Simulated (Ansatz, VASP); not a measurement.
**Si in VASP and in Ansatz**

The input INCAR:

```
ALGO     = Normal         # electronic algorithm
EDIFF    = 1E-6           # SCF threshold, eV
ENCUT    = 520            # plane-wave cutoff, eV
GGA      = CA             # functional
ISIF     = 2              # what is computed and relaxed
ISMEAR   = -1             # smearing method
LASPH    = T              # aspherical terms in the spheres
LCHARG   = T              # write CHGCAR
LELF     = T              # ELF
LREAL    = F              # projectors in reciprocal space
LVHAR    = T            
LWAVE    = F              # write WAVECAR
NBANDS   = 8              # bands
NELM     = 80             # most SCF steps
PREC     = Accurate       # precision mode
SIGMA    = 0.05           # smearing width, eV
```

KPOINTS

```
k-points
0
Gamma
  13 13 13
```

File POSCAR:

```
Si
1.0
   -1.6159957088      1.6159957088      1.3114683088
    1.6159957088     -1.6159957088      1.3114683088
    1.6159957088      1.6159957088     -1.3114683088
Si
1
Direct
    0.0000000000      0.0000000000      0.0000000000
```

File input.yaml:

```yaml
crystal:
  lattice:
    - [-1.6159957088, 1.6159957088, 1.3114683088]
    - [1.6159957088, -1.6159957088, 1.3114683088]
    - [1.6159957088, 1.6159957088, -1.3114683088]
  atoms:
    - { symbol: Si, position: [0.0, 0.0, 0.0] }
kpoints:
  mp_grid: { grid: [13, 13, 13] }
scf:
  occupations: { method: fermi_dirac, width: 0.05 }
hamiltonian:
  xc: lda
  pseudopotentials: { kind: all_electron, lapw: { basis_error: 0.001 } }
output:
  forces: true
  stress: true
  eigenvalues: true
```

Change from the starting cell: volume scaled by 0.98.

Alike in both runs: task single point; functional LDA; k mesh 13 × 13 × 13; occupations fermi-dirac, width 0.05 eV; no spin polarisation.

|  | VASP | Ansatz |
| --- | --- | --- |
| version | VASP 6.6.1 | Ansatz 0.2.0 |
| potentials or method | VASP PAW LDA potentials, release 64 (Si), cutoff 520 eV | all-electron LAPW, scalar-relativistic |

|  | VASP | Ansatz | Ansatz less VASP |
| --- | --- | --- | --- |
| gap on the k mesh at the Fermi level (eV) | none | none | - |
| pressure (GPa) | 1.9 | 1.9 | -0.04 |
| traceless stress, the component that is largest in VASP (GPa) | -2.12 | -2.09 | +0.028 |

LDA's correlation is that of Perdew and Zunger in VASP and of Perdew and Wang (1992) in Ansatz. A gap of «none» marks a metal or a gap that the smearing closes. Ansatz ran all-electron here, and VASP with PAW potentials.
